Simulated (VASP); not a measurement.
# Sb in VASP: notebook

Sb is run at these levels: PBE+D4, PBE; tasks: single point.

Everything below comes from runs of VASP 6.6.1. Logs are shortened: lines on timing, memory, paths and dates and some standing lists are left out, and cuts for length are marked.

### 1 The cell of the first run

The structure is cubic, space group Fm-3m (No. 225). The conventional cell has a = 4.610 Å, b = 4.610 Å, c = 4.610 Å, α = 90.00°, β = 90.00°, γ = 90.00°. Within 4.3 Å of Sb (site symmetry m-3m) lie 12 Sb at 3.26 Å.

### 2 Single point, PBE+D4

The input, INCAR:

```
PREC = Accurate ; ENCUT = 520
EDIFF = 1E-6 ; ISMEAR = -1
SIGMA = 0.05 ; LREAL = False
LASPH = True ; NELM = 80
ALGO = Normal ; ISIF = 2
LWAVE = False ; LCHARG = False
GGA = PE ; IVDW = 13
NBANDS = 8
```

The input, KPOINTS:

```
regular mesh
0
Gamma
  12 12 12
```

The input, POSCAR:

```
Sb
1.0
    0.0000000000      2.3050000000      2.3050000000
    2.3050000000      0.0000000000      2.3050000000
    2.3050000000      2.3050000000      0.0000000000
Sb
1
Direct
    0.0000000000      0.0000000000      0.0000000000
```

Potentials or basis: VASP PAW PBE potentials, release 64 (Sb).

Command:

```console
$ cat potpaw_PBE.64/Sb/POTCAR > POTCAR
$ mpirun -np 1 vasp_std > vasp.out
```

OUTCAR:

```text
PREC = Accurate
   ENCUT = 520
   EDIFF = 1E-6
   ISMEAR = -1
   LREAL = False
   LASPH = True
   NELM = 80
   ISIF = 2
   GGA = PE
   IVDW = 13

 ion  position               nearest neighbor table
   1  0.000  0.000  0.000-

  LATTYP: Found a face centered cubic cell.
 ALAT       =     4.6100000000

  Lattice vectors:

 A1 = (   0.0000000000,   2.3050000000,   2.3050000000)
 A2 = (   2.3050000000,   0.0000000000,   2.3050000000)
 A3 = (   2.3050000000,   2.3050000000,   0.0000000000)

Analysis of symmetry for initial positions (statically):
=====================================================================
 Subroutine PRICEL returns:
 Original cell was already a primitive cell.

 Routine SETGRP: Setting up the symmetry group for a
 face centered cubic supercell.

 Subroutine GETGRP returns: Found 48 space group operations
 (whereof 48 operations were pure point group operations)
 out of a pool of 48 trial point group operations.

The static configuration has the point symmetry O_h .

Analysis of symmetry for dynamics (positions and initial velocities):
=====================================================================
 Subroutine PRICEL returns:
 Original cell was already a primitive cell.

 Routine SETGRP: Setting up the symmetry group for a
 face centered cubic supercell.

 Subroutine GETGRP returns: Found 48 space group operations
 (whereof 48 operations were pure point group operations)
 out of a pool of 48 trial point group operations.

The dynamic configuration has the point symmetry O_h .

 Subroutine INISYM returns: Found 48 space group operations
 (whereof 48 operations are pure point group operations),
 and found     1 'primitive' translations

----------------------------------------------------------------------------------------

                                     Primitive cell

  volume of cell :      24.4930

  direct lattice vectors                    reciprocal lattice vectors
     0.000000000  2.305000000  2.305000000    -0.216919740  0.216919740  0.216919740
     2.305000000  0.000000000  2.305000000     0.216919740 -0.216919740  0.216919740
     2.305000000  2.305000000  0.000000000     0.216919740  0.216919740 -0.216919740

  length of vectors
     3.259762261  3.259762261  3.259762261     0.375716010  0.375716010  0.375716010

  position of ions in fractional coordinates (direct lattice)
     0.000000000  0.000000000  0.000000000

  ion indices of the primitive-cell ions
   primitive index   ion index
                 1           1
[... 74 lines left out ...]
   EDIFFG = 0.1E-04   stopping-criterion for IOM
   NSW    =      0    number of steps for IOM
   IBRION =     -1    ionic relax: 0-MD 1-quasi-New 2-CG
   NFREE  =      0    steps in history (QN), initial steepest desc. (CG)
   ISIF   =      2    stress and relaxation
   ISYM   =      2    0-nonsym 1-usesym 2-fastsym
   POTIM  = 0.5000    time-step for ionic-motion
   TEBEG  =    0.0;   TEEND  =   0.0 temperature during run
   PSTRESS=    0.0 pullay stress
   NELECT =       5.0000    total number of electrons
   NUPDOWN=      -1.0000    fix difference up-down
   EMIN   =  10.00;   EMAX   =-10.00  energy-range for DOS
   EFERMI =   0.00;   METHOD = LEGACY
   ISMEAR =    -1;   SIGMA  =   0.05  broadening in eV -4-tet -1-fermi 0-gaus
   EFERMI_NEDOS =   21; number of points for ismear=-14 and -15
   IALGO  =     38    algorithm
   IMIX   =      4    mixing-type and parameters
     AMIX     =   0.40;   BMIX     =  1.00
     AMIX_MAG =   1.60;   BMIX_MAG =  1.00
  volume/ion in A,a.u.               =      24.49       165.29
  Fermi-wavevector in a.u.,A,eV,Ry     =   0.963941  1.821585 12.642299  0.929183
  Thomas-Fermi vector in A             =   2.093530
   LORBIT       =      0    0 simple, 1 ext, 2 COOP (PROOUT), +10 PAW based schemes
   GGA     = PE    functional components
   LHFCALC =     F    Hartree Fock is set to
   AEXX    =    0.0000 exact exchange contribution
   IVDW    =    13    specifies the selected vdW correction
   LEPSILON=     F    determine dielectric tensor
   LRPA    =     F    only Hartree local field effects (RPA)
 non-spin polarized calculation
  energy-cutoff  :      520.00
  volume of cell :       24.49
 maximum number of plane-waves:       684
   NGX = 13   NGY = 13   NGZ = 13

 number of electron       4.9999999 magnetization

 Free energy of the ion-electron system (eV)
  ---------------------------------------------------
  ext. energy  EPLUGINS =         0.00000000
  ---------------------------------------------------
  free energy    TOTEN  =        -3.75014069 eV

  energy without entropy =       -3.74379093  energy(sigma->0) =       -3.74696581

 E-fermi :   9.8807     XC(G=0): -10.6538

 val. band max:        9.7904314200   @ k =   0.5000   0.4167   0.0833
 cond. band min:       9.8995389352   @ k =   0.5000   0.2500   0.0833
 fundamental gap:      0.1091075152
 Fermi energy:         9.8807262961

 k-point     1 :       0.0000    0.0000    0.0000
  band No.  band energies     occupation
      1      -3.8926      2.00000
      2      15.8643      0.00000
      3      15.8643      0.00000
      4      15.8643      0.00000
      5      20.0355      0.00000
      6      20.0869      0.00000
      7      20.0869      0.00000
      8      20.0869      0.00000
[... 243 lines left out ...]
 k-point    24 :      -0.4167    0.1667    0.0000
  band No.  band energies     occupation
      1       0.7802      2.00000
      2       4.0616      2.00000
      3      10.4057      0.00006
      4      12.9777      0.00000
      5      16.6844      0.00000
      6      20.8518      0.00000
      7      21.1886      0.00000
      8      24.2483      0.00000

 [... further k-points ...]

------------------------ aborting loop because EDIFF is reached ----------------------------------------

  DFT-D4 for vdW energy calculation

  Edisp (eV):   -0.61326

  FORCE on cell =-STRESS in cart. coord.  units (eV):
  Direction    XX          YY          ZZ          XY          YZ          ZX
  --------------------------------------------------------------------------------------
  -------------------------------------------------------------------------------------
  Total       0.74169     0.74169     0.74169    -0.00000     0.00000     0.00000
  in kB      48.51632    48.51632    48.51632    -0.00000     0.00000     0.00000
  external pressure =       48.52 kB  Pullay stress =        0.00 kB

 VOLUME and BASIS-vectors are now :
 -----------------------------------------------------------------------------
  energy-cutoff  :      520.00
  volume of cell :       24.49
      direct lattice vectors                 reciprocal lattice vectors
     0.000000000  2.305000000  2.305000000    -0.216919740  0.216919740  0.216919740
     2.305000000  0.000000000  2.305000000     0.216919740 -0.216919740  0.216919740
     2.305000000  2.305000000  0.000000000     0.216919740  0.216919740 -0.216919740

 POSITION                                       TOTAL-FORCE (eV/Angst)
 -----------------------------------------------------------------------------------
      0.00000      0.00000      0.00000         0.000000      0.000000      0.000000
 -----------------------------------------------------------------------------------
    total drift:                                0.000000      0.000000      0.000000

  FREE ENERGIE OF THE ION-ELECTRON SYSTEM (eV)
  ---------------------------------------------------
  free  energy   TOTEN  =        -4.3633982826 eV

  energy  without entropy=       -4.3570485257  energy(sigma->0) =       -4.36022340
```

stdout:

```text
POSCAR found type information on POSCAR Sb
 POSCAR found :  1 types and       1 ions
 scaLAPACK will be used
 LDA part: xc-table for (Slater+PW92), standard interpolation
 POSCAR, INCAR and KPOINTS ok, starting setup
 FFT: planning ... GRIDC
 FFT: planning ... GRID_SOFT
 FFT: planning ... GRID
 WAVECAR not read
 entering main loop
```

Wall time 9.7 s (1 thread of AMD EPYC 7R43 (Zen 3), shared host); peak memory 0.11 GiB.

Results:

| Property | Result |
| --- | --- |
| Free energy | -4.3634 eV |
| Pressure | 4.9 GPa |
| Dispersion energy per atom | -0.613 eV |

Caveat: spin-orbit coupling is left out, which moves the levels of the heavy elements; pairwise dispersion overbinds metals, which lowers pressure and volume.

### 3 Single point, PBE (x and y stretched by +1 %, z held)

The input, INCAR:

```
SYSTEM = Sb
  ALGO = Normal
  EDIFF = 1E-6
  ENCUT = 520
  GGA = PE
  ISIF = 2
  ISMEAR = -1
  LASPH = .TRUE.
  LCHARG = .FALSE.
  LREAL = .FALSE.
  LWAVE = .FALSE.
  NBANDS = 8
  NELM = 80
  PREC = Accurate
  SIGMA = 0.05
```

The input, KPOINTS:

```
k-points
0
G
  12 12 12
  0 0 0
```

The input, POSCAR:

```
Sb
1.0
    0.0000000000      2.3280500000      2.3050000000
    2.3280500000      0.0000000000      2.3050000000
    2.3280500000      2.3280500000      0.0000000000
Sb
1
Direct
    0.0000000000      0.0000000000      0.0000000000
```

Potentials or basis: VASP PAW PBE potentials, release 64 (Sb).

Command:

```console
$ cat potpaw_PBE.64/Sb/POTCAR > POTCAR
$ mpirun -np 1 vasp_std > vasp.out
```

Wall time 19 s (1 thread of AMD EPYC 7R43 (Zen 3), shared host); peak memory 0.12 GiB.

It converged, with:

```
Free energy : -3.7738 eV
Pressure    : 6.8 GPa
```

Stress tensor (GPa, compression positive):
```
6.90 0.00 0.00
0.00 6.90 0.00
0.00 0.00 6.70
```

Levels at points of the mesh, in eV from the Fermi level:
| k point | band 1 | band 2 | band 3 | band 4 | band 5 | band 6 | band 7 |
| --- | --- | --- | --- | --- | --- | --- | --- |
| (0.00, 0.00, 0.00) | -13.59 | 5.83 | 5.84 | 5.84 | 10.13 | 10.13 | 10.17 |
| (0.50, 0.00, 0.00) | -9.41 | -6.37 | 3.86 | 4.03 | 8.60 | 9.15 | 9.33 |
| (0.50, 0.50, 0.00) | -7.46 | -5.34 | 0.25 | 0.25 | 4.07 | 4.45 | 17.93 |
| (0.50, 0.00, 0.50) | -7.61 | -5.43 | 0.34 | 0.42 | 4.21 | 4.55 | 17.96 |

Caveat: the cell differs from its parent crystal (x and y stretched by +1 %, z held); spin-orbit coupling is left out, which moves the levels of the heavy elements.

### 4 Single point, PBE (xy shear strain of -2 %)

The input, INCAR:

```
SYSTEM = Sb
PREC = Accurate
ENCUT = 520
EDIFF = 1E-6
ISMEAR = -1
SIGMA = 0.05
LREAL = .False.
LASPH = .True.
NELM = 60
ALGO = Normal
ISIF = 2
LWAVE = .False.
LCHARG = .False.
GGA = PE
NBANDS = 8
```

The input, KPOINTS:

```
Automatic mesh
0
Gamma
  12 12 12
  0 0 0
```

The input, POSCAR:

```
Sb
1.0
   -0.0230500000      2.3050000000      2.3050000000
    2.3050000000     -0.0230500000      2.3050000000
    2.2819500000      2.2819500000      0.0000000000
Sb
1
Direct
    0.0000000000      0.0000000000      0.0000000000
```

Command:

```console
$ cat potpaw_PBE.64/Sb/POTCAR > POTCAR
$ mpirun -np 1 vasp_std > vasp.out
```

It took 30 s on 1 thread of AMD EPYC 7R43 (Zen 3), shared host; peak memory 0.14 GiB.

Results (log left out):

| Item | Value |
| --- | --- |
| Free energy | -3.7496 eV |
| Pressure | 8.7 GPa |

Stress tensor (GPa, compression positive):
```
8.57 0.23 0.00
0.23 8.57 0.00
0.00 0.00 8.96
```

Levels at points of the mesh, in eV from the Fermi level:
| k point | band 1 | band 2 | band 3 | band 4 | band 5 | band 6 | band 7 |
| --- | --- | --- | --- | --- | --- | --- | --- |
| (0.00, 0.00, 0.00) | -13.77 | 5.76 | 5.97 | 6.22 | 9.98 | 10.18 | 10.19 |
| (0.50, 0.00, 0.00) | -9.57 | -6.53 | 4.12 | 4.22 | 8.87 | 9.26 | 9.49 |
| (0.50, 0.50, 0.00) | -7.56 | -5.52 | 0.08 | 0.60 | 4.07 | 4.63 | 18.07 |
| (0.00, 0.00, 0.50) | -9.36 | -6.49 | 3.88 | 3.97 | 8.61 | 9.08 | 9.33 |
| (0.50, 0.00, 0.50) | -7.55 | -5.52 | 0.33 | 0.34 | 4.18 | 4.50 | 18.04 |

Caveat: the cell differs from its parent crystal (xy shear strain of -2 %); spin-orbit coupling is left out, which moves the levels of the heavy elements.

### 5 Single point, PBE (equal xx and yy strain of -2 %)

The input, INCAR:

```
SYSTEM = Sb
PREC     = Accurate       ! precision mode
ENCUT    = 520            ! plane-wave cutoff, eV
EDIFF    = 1E-6           ! SCF threshold, eV
ISMEAR   = -1             ! smearing method
SIGMA    = 0.05           ! smearing width, eV
LREAL    = .FALSE.        ! projectors in reciprocal space
LASPH    = .TRUE.         ! aspherical terms in the spheres
NELM     = 60             ! most SCF steps
ALGO     = Normal         ! electronic algorithm
ISIF     = 2              ! what is computed and relaxed
LWAVE    = .FALSE.        ! write WAVECAR
LCHARG   = .FALSE.        ! write CHGCAR
GGA      = PE             ! functional
NBANDS   = 8              ! bands
```

The input, KPOINTS:

```
regular mesh
0
G
  12 12 12
  0 0 0
```

The input, POSCAR:

```
Sb
1.0
    0.0000000000      2.2589000000      2.3050000000
    2.2589000000      0.0000000000      2.3050000000
    2.2589000000      2.2589000000      0.0000000000
Sb
1
Direct
    0.0000000000      0.0000000000      0.0000000000
```

Command:

```console
$ cat potpaw_PBE.64/Sb/POTCAR > POTCAR
$ mpirun -np 1 vasp_std > vasp.out
```

It took 7.1 s on 1 thread of Intel Xeon 6975P-C (Granite Rapids), shared host; peak memory 0.15 GiB.

The run converged. Its results:

```yaml
Free_energy: -3.6858 eV
Pressure: 12.9 GPa
```

Levels at points of the mesh, in eV from the Fermi level:
| k point | band 1 | band 2 | band 3 | band 4 | band 5 | band 6 |
| --- | --- | --- | --- | --- | --- | --- |
| (0.00, 0.00, 0.00) | -14.14 | 6.30 | 6.30 | 6.32 | 10.13 | 10.26 |
| (0.50, 0.00, 0.00) | -9.58 | -6.81 | 4.05 | 4.44 | 8.87 | 9.39 |
| (0.50, 0.50, 0.00) | -7.76 | -5.89 | 0.52 | 0.52 | 4.45 | 4.62 |
| (0.50, 0.00, 0.50) | -7.43 | -5.70 | 0.16 | 0.32 | 4.13 | 4.42 |

Caveat: the cell differs from its parent crystal (equal xx and yy strain of -2 %); spin-orbit coupling is left out, which moves the levels of the heavy elements.

(Continued in part 2 of 2.)
